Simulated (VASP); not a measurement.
# CrN2 (Pnnm) in VASP: notebook

The runs below take CrN2 through single point, with PBEsol.

Program: VASP 6.6.1. These are calculated values, not measurements. Logs are shortened: lines on timing, memory, paths and dates and some standing lists are left out, and cuts for length are marked.

### Step 1. The cell of the first run

The structure is orthorhombic, space group Pnnm (No. 58). Conventional cell: a = 3.902 Å, b = 4.810 Å, c = 2.784 Å, α = 90.00°, β = 90.00°, γ = 90.00°. Within 2.9 Å of Cr (site symmetry 2/m) lie 12 N at 2.04 to 2.88 Å and 2 Cr at 2.78 Å. N (site symmetry m) has 1 N at 1.35 Å within 1.8 Å.

### Step 2. Single point, PBEsol, collinear spin, ferromagnetic start

The input, INCAR:

```
PREC     = Accurate       # precision mode
ENCUT    = 520            # plane-wave cutoff, eV
EDIFF    = 1E-6           # SCF threshold, eV
ISMEAR   = -1             # smearing method
SIGMA    = 0.05           # smearing width, eV
LREAL    = F              # projectors in reciprocal space
LASPH    = T              # aspherical terms in the spheres
NELM     = 150            # most SCF steps
ALGO     = Normal         # electronic algorithm
ISIF     = 2              # what is computed and relaxed
LWAVE    = F              # write WAVECAR
LCHARG   = T              # write CHGCAR
ISPIN    = 2              # spin polarisation
MAGMOM   = 2.25 2.25 0 0 0 0 # initial moments
LORBIT   = 11             # projections on sites
NUPDOWN  = 4.5            # fixed moment
LMAXMIX  = 4              # l up to which the mixer works
GGA      = PS             # functional
LELF     = T              # ELF
LVHAR    = T            
NBANDS   = 35             # bands
```

The input, KPOINTS:

```
Automatic mesh
0
Gamma
  6 5 8
```

The input, POSCAR:

```
CrN2
1.0
    3.9017860000      0.0000000000      0.0000000000
    0.0000000000      4.8095120000      0.0000000000
    0.0000000000      0.0000000000      2.7841700000
Cr N
2 4
Direct
    0.0000000000      0.0000000000      0.0000000000
    0.5000000000      0.5000000000      0.5000000000
    0.8661700000      0.5887750000      0.0000000000
    0.1338300000      0.4112250000      0.0000000000
    0.3661700000      0.9112250000      0.5000000000
    0.6338300000      0.0887750000      0.5000000000
```

Potentials or basis: VASP PAW PBE potentials, release 64 (Cr_pv, N).

Launch:

```console
$ cat potpaw_PBE.64/Cr_pv/POTCAR potpaw_PBE.64/N/POTCAR > POTCAR
$ mpirun -np 1 vasp_std > vasp.out
```

OUTCAR:

```text
PREC = Accurate
   ENCUT = 520
   EDIFF = 1E-6
   ISMEAR = -1
   LREAL = F
   LASPH = T
   NELM = 150
   ISIF = 2
   ISPIN = 2
   LORBIT = 11
   NUPDOWN = 4.5
   GGA = PS

 ion  position               nearest neighbor table
   1  0.000  0.000  0.000-   5 2.04   6 2.04   5 2.04   6 2.04   3 2.05   4 2.05
   2  0.500  0.500  0.500-   3 2.04   4 2.04   3 2.04   4 2.04   5 2.05   6 2.05
   3  0.866  0.589  0.000-   4 1.35   2 2.04   2 2.04   1 2.05
   4  0.134  0.411  0.000-   3 1.35   2 2.04   2 2.04   1 2.05
   5  0.366  0.911  0.500-   6 1.35   1 2.04   1 2.04   2 2.05
   6  0.634  0.089  0.500-   5 1.35   1 2.04   1 2.04   2 2.05

  LATTYP: Found a simple orthorhombic cell.
 ALAT       =     2.7841700000
 B/A-ratio  =     1.4014180169
 C/A-ratio  =     1.7274491141

  Lattice vectors:

 A1 = (   0.0000000000,   0.0000000000,   2.7841700000)
 A2 = (   3.9017860000,   0.0000000000,   0.0000000000)
 A3 = (   0.0000000000,   4.8095120000,   0.0000000000)

Analysis of symmetry for initial positions (statically):
=====================================================================
 Subroutine PRICEL returns:
 Original cell was already a primitive cell.

 Routine SETGRP: Setting up the symmetry group for a
 simple orthorhombic supercell.

 Subroutine GETGRP returns: Found  8 space group operations
 (whereof  4 operations were pure point group operations)
 out of a pool of  8 trial point group operations.

The static configuration has the point symmetry C_2h.
 The point group associated with its full space group is D_2h.

Analysis of symmetry for dynamics (positions and initial velocities):
=====================================================================
 Subroutine PRICEL returns:
 Original cell was already a primitive cell.

 Routine SETGRP: Setting up the symmetry group for a
 simple orthorhombic supercell.

 Subroutine GETGRP returns: Found  8 space group operations
 (whereof  4 operations were pure point group operations)
 out of a pool of  8 trial point group operations.

The dynamic configuration has the point symmetry C_2h.
 The point group associated with its full space group is D_2h.

Analysis of structural, dynamic, and magnetic symmetry:
=====================================================================
 Subroutine PRICEL returns:
 Original cell was already a primitive cell.

 Routine SETGRP: Setting up the symmetry group for a
 simple orthorhombic supercell.

 Subroutine GETGRP returns: Found  8 space group operations
 (whereof  4 operations were pure point group operations)
 out of a pool of  8 trial point group operations.

The overall configuration has the point symmetry C_2h.
 The point group associated with its full space group is D_2h.

 Subroutine INISYM returns: Found  8 space group operations
 (whereof  4 operations are pure point group operations),
 and found     1 'primitive' translations

----------------------------------------------------------------------------------------

                                     Primitive cell

  volume of cell :      52.2469

  direct lattice vectors                    reciprocal lattice vectors
     3.901786000  0.000000000  0.000000000     0.256292887  0.000000000  0.000000000
     0.000000000  4.809512000  0.000000000     0.000000000  0.207921303  0.000000000
     0.000000000  0.000000000  2.784170000     0.000000000  0.000000000  0.359173470

  length of vectors
     3.901786000  4.809512000  2.784170000     0.256292887  0.207921303  0.359173470

  position of ions in fractional coordinates (direct lattice)
     0.000000000  0.000000000  0.000000000
     0.500000000  0.500000000  0.500000000
     0.866170000  0.588775000  0.000000000
     0.133830000  0.411225000  0.000000000
     0.366170000  0.911225000  0.500000000
     0.633830000  0.088775000  0.500000000

  ion indices of the primitive-cell ions
   primitive index   ion index
                 1           1
                 2           2
                 3           3
                 4           4
                 5           5
                 6           6

[... 50 lines left out ...]
  0.333333  0.400000  0.125000      8.000000
  0.500000  0.400000  0.125000      4.000000
 [... further k-points ...]
   k-points           NKPTS =     60   k-points in BZ     NKDIM =     60   number of bands    NBANDS=     35
   number of dos      NEDOS =    301   number of ions     NIONS =      6
   total plane-waves  NPLWV =  25920
   dimension x,y,z NGX =    30 NGY =   36 NGZ =   24
   dimension x,y,z NGXF=    60 NGYF=   72 NGZF=   48
   ions per type =               2   4
   NGX,Y,Z   is equivalent  to a cutoff of  12.78, 12.44, 14.33 a.u.
   NGXF,Y,Z  is equivalent  to a cutoff of  25.56, 24.89, 28.66 a.u.
 SYSTEM =  unknown system
   PREC   = accura    normal or accurate (medium, high low for compatibility)
   ISTART =      0    job   : 0-new  1-cont  2-samecut
   ICHARG =      2    charge: 1-file 2-atom 10-const
   ISPIN  =      2    spin polarized calculation?
   LNONCOLLINEAR =      F non collinear calculations
   LSORBIT =      F    spin-orbit coupling
   LASPH  =      T    aspherical Exc in radial PAW
   ENCUT  =  520.0 eV  38.22 Ry    6.18 a.u.   7.25  8.94  5.18*2*pi/ulx,y,z
   NELM   =    150;   NELMIN=  2; NELMDL= -5     # of ELM steps
   EDIFF  = 0.1E-05   stopping-criterion for ELM
   LREAL  =      F    real-space projection
   EDIFFG = 0.1E-04   stopping-criterion for IOM
   NSW    =      0    number of steps for IOM
   IBRION =     -1    ionic relax: 0-MD 1-quasi-New 2-CG
   NFREE  =      0    steps in history (QN), initial steepest desc. (CG)
   ISIF   =      2    stress and relaxation
   ISYM   =      2    0-nonsym 1-usesym 2-fastsym
   POTIM  = 0.5000    time-step for ionic-motion
   TEBEG  =    0.0;   TEEND  =   0.0 temperature during run
   PSTRESS=    0.0 pullay stress
   NELECT =      44.0000    total number of electrons
   NUPDOWN=       4.5000    fix difference up-down
   EMIN   =  10.00;   EMAX   =-10.00  energy-range for DOS
   EFERMI =   0.00;   METHOD = LEGACY
   ISMEAR =    -1;   SIGMA  =   0.05  broadening in eV -4-tet -1-fermi 0-gaus
   EFERMI_NEDOS =   21; number of points for ismear=-14 and -15
   IALGO  =     38    algorithm
   IMIX   =      4    mixing-type and parameters
     AMIX     =   0.40;   BMIX     =  1.00
     AMIX_MAG =   1.60;   BMIX_MAG =  1.00
  volume/ion in A,a.u.               =       8.71        58.76
  Fermi-wavevector in a.u.,A,eV,Ry     =   1.545986  2.921491 32.518928  2.390074
  Thomas-Fermi vector in A             =   2.651287
   LORBIT       =     11    0 simple, 1 ext, 2 COOP (PROOUT), +10 PAW based schemes
   GGA     = PS    functional components
   LHFCALC =     F    Hartree Fock is set to
   AEXX    =    0.0000 exact exchange contribution
   IVDW    =     0    specifies the selected vdW correction
   LEPSILON=     F    determine dielectric tensor
   LRPA    =     F    only Hartree local field effects (RPA)
 spin polarized calculation
  energy-cutoff  :      520.00
  volume of cell :       52.25
 maximum number of plane-waves:      1425
 NGX is ok and might be reduce to    30
   NGX = 15   NGY = 17   NGZ = 11

 number of electron      44.0000010 magnetization       4.5000000

 Free energy of the ion-electron system (eV)
  ---------------------------------------------------
  ext. energy  EPLUGINS =         0.00000000
  ---------------------------------------------------
  free energy    TOTEN  =       -55.92898509 eV

  energy without entropy =      -55.91635598  energy(sigma->0) =      -55.92267054

 E-fermi :   7.8342     XC(G=0): -12.8887

 val. band max:        8.2059099384   @ k =   0.0000   0.2000   0.2500
 cond. band min:       7.9025733063   @ k =   0.5000   0.2000   0.1250
 fundamental gap:     -0.3033366321
 Fermi energy:         8.2469959398

 spin component 1

 k-point     1 :       0.0000    0.0000    0.0000
  band No.  band energies     occupation
      1     -35.9747      1.00000
      2     -35.9431      1.00000
      3     -35.9010      1.00000
      4     -35.8904      1.00000
      5     -35.8692      1.00000
      6     -35.8575      1.00000
[... 877 lines left out ...]
     33      17.0316      0.00000
     34      17.0316      0.00000

 [... further k-points ...]

 spin component 2

 k-point     1 :       0.0000    0.0000    0.0000
  band No.  band energies     occupation
      1     -33.7691      1.00000
      2     -33.7560      1.00000
      3     -33.6822      1.00000
      4     -33.6704      1.00000
      5     -33.3892      1.00000
      6     -33.3522      1.00000
[... 877 lines left out ...]
     33      17.4787      0.00000
     34      17.4824      0.00000

 [... further k-points ...]

 [bands above 34 left out]

------------------------ aborting loop because EDIFF is reached ----------------------------------------

  FORCE on cell =-STRESS in cart. coord.  units (eV):
  Direction    XX          YY          ZZ          XY          YZ          ZX
  --------------------------------------------------------------------------------------
  -------------------------------------------------------------------------------------
  Total       -3.2218165     -2.8844513     -2.4853996     -0.0000000      0.0000000      0.0000000
  in kB      -98.7986888    -88.4532066    -76.2160796     -0.0000000      0.0000000      0.0000000
  external PRESSURE =     -87.8226583 kB  Pullay stress =       0.0000000 kB

 VOLUME and BASIS-vectors are now :
 -----------------------------------------------------------------------------
  energy-cutoff  :      520.00
  volume of cell :       52.25
      direct lattice vectors                 reciprocal lattice vectors
     3.901786000  0.000000000  0.000000000     0.256292887  0.000000000  0.000000000
     0.000000000  4.809512000  0.000000000     0.000000000  0.207921303  0.000000000
     0.000000000  0.000000000  2.784170000     0.000000000  0.000000000  0.359173470

 POSITION                                       TOTAL-FORCE (eV/Angst)
 -----------------------------------------------------------------------------------
      0.00000      0.00000      0.00000        -0.000000     -0.000000      0.000000
      1.95089      2.40476      1.39209        -0.000000     -0.000000      0.000000
      3.37961      2.83172      0.00000        -0.040178     -0.012304      0.000000
      0.52218      1.97779      0.00000         0.040178      0.012304     -0.000000
      1.42872      4.38255      1.39209        -0.040178      0.012304      0.000000
      2.47307      0.42696      1.39209         0.040178     -0.012304     -0.000000
 -----------------------------------------------------------------------------------
    total drift:                               -0.000000      0.000000      0.000000

  FREE ENERGIE OF THE ION-ELECTRON SYSTEM (eV)
  ---------------------------------------------------
  free  energy   TOTEN  =       -55.9289850873 eV

  energy  without entropy=      -55.9163559842  energy(sigma->0) =      -55.92267054

 total charge

# of ion       s       p       d       tot
------------------------------------------
    1        0.332   6.389   4.144  10.866
    2        0.332   6.389   4.144  10.866
    3        1.246   2.502   0.000   3.748
    4        1.246   2.502   0.000   3.748
    5        1.246   2.502   0.000   3.748
    6        1.246   2.502   0.000   3.748
--------------------------------------------------
tot          5.647  22.788   8.288  36.723

 magnetization (x)

# of ion       s       p       d       tot
------------------------------------------
    1        0.013   0.025   2.240   2.278
    2        0.013   0.025   2.240   2.278
    3       -0.003  -0.067   0.000  -0.070
    4       -0.003  -0.067   0.000  -0.070
    5       -0.003  -0.067   0.000  -0.070
    6       -0.003  -0.067   0.000  -0.070
--------------------------------------------------
tot          0.013  -0.220   4.480   4.273
```

It took 2.5 min on 1 thread of Intel Xeon Platinum 8488C (Sapphire Rapids), shared host; peak memory 0.28 GiB.

Results:

```
Free energy                                           : -55.9290 eV
Pressure                                              : -8.8 GPa
Largest force                                         : 0.042 eV/Å
Net moment                                            : 4.50 μB per cell
Site moments                                          : Cr +2.28; N -0.07 μB
Valence electrons inside the program's atomic spheres : Cr 10.87; N 3.75
```

Forces on the atoms (eV/Å):
```
Cr   0.000  0.000  0.000
Cr   0.000  0.000  0.000
N   -0.040 -0.012  0.000
N    0.040  0.012  0.000
N   -0.040  0.012  0.000
N    0.040 -0.012  0.000
```

Stress tensor (GPa, compression positive):
```
-9.88  0.00  0.00
 0.00 -8.85  0.00
 0.00  0.00 -7.62
```

Caveat: the cell stands under tension; the PAW data sets were made with another functional, which shifts forces and pressure a little; the total moment is fixed, so each spin has its own Fermi level; only a ferromagnetic start was run, and an antiferromagnetic order may lie lower in energy.

### Step 3. Single point, PBEsol, collinear spin, ferromagnetic start

The input, INCAR:

```
SYSTEM = CrN2
PREC     = Accurate       ! precision mode
ENCUT    = 520            ! plane-wave cutoff, eV
EDIFF    = 1E-7           ! SCF threshold, eV
ISMEAR   = -1             ! smearing method
SIGMA    = 0.05           ! smearing width, eV
LREAL    = .False.        ! projectors in reciprocal space
LASPH    = .True.         ! aspherical terms in the spheres
NELM     = 150            ! most SCF steps
ALGO     = Normal         ! electronic algorithm
ISIF     = 2              ! what is computed and relaxed
LWAVE    = .False.        ! write WAVECAR
LCHARG   = .False.        ! write CHGCAR
ISPIN    = 2              ! spin polarisation
MAGMOM   = 3 3 0 0 0 0    ! initial moments
LORBIT   = 11             ! projections on sites
NUPDOWN  = 6.0            ! fixed moment
LMAXMIX  = 4              ! l up to which the mixer works
GGA      = PS             ! functional
NBANDS   = 35             ! bands
```

The input, KPOINTS:

```
Automatic mesh
0
Gamma
  6 5 8
  0 0 0
```

POSCAR is that of step 2.

Potentials or basis: VASP PAW PBE potentials, release 64 (Cr_pv, N).

Launch:

```console
$ cat potpaw_PBE.64/Cr_pv/POTCAR potpaw_PBE.64/N/POTCAR > POTCAR
$ mpirun -np 1 vasp_std > vasp.out
```

Wall time 2.7 min (1 thread of Intel Xeon Platinum 8488C (Sapphire Rapids), shared host); peak memory 0.28 GiB.

It converged, with:

```yaml
Free_energy: -55.1774 eV
Pressure: -2.0 GPa
Largest_force: 0.664 eV/Å
Net_moment: 6.00 μB per cell
Site_moments: Cr +2.65; N +0.07 μB
Valence_electrons_inside_the_program's_atomic_spheres: Cr 10.88; N 3.75
```

Forces in eV/Å, atoms in the order of the input:
```
Cr   0.000  0.000  0.000
Cr   0.000  0.000  0.000
N    0.524 -0.409  0.000
N   -0.524  0.409  0.000
N    0.524  0.409  0.000
N   -0.524 -0.409  0.000
```

Stress tensor (GPa, compression positive):
```
-3.71  0.00  0.00
 0.00 -6.06  0.00
 0.00  0.00  3.70
```

Caveat: the PAW data sets were made with another functional, which shifts forces and pressure a little; the total moment is fixed, so each spin has its own Fermi level; only a ferromagnetic start was run, and an antiferromagnetic order may lie lower in energy.
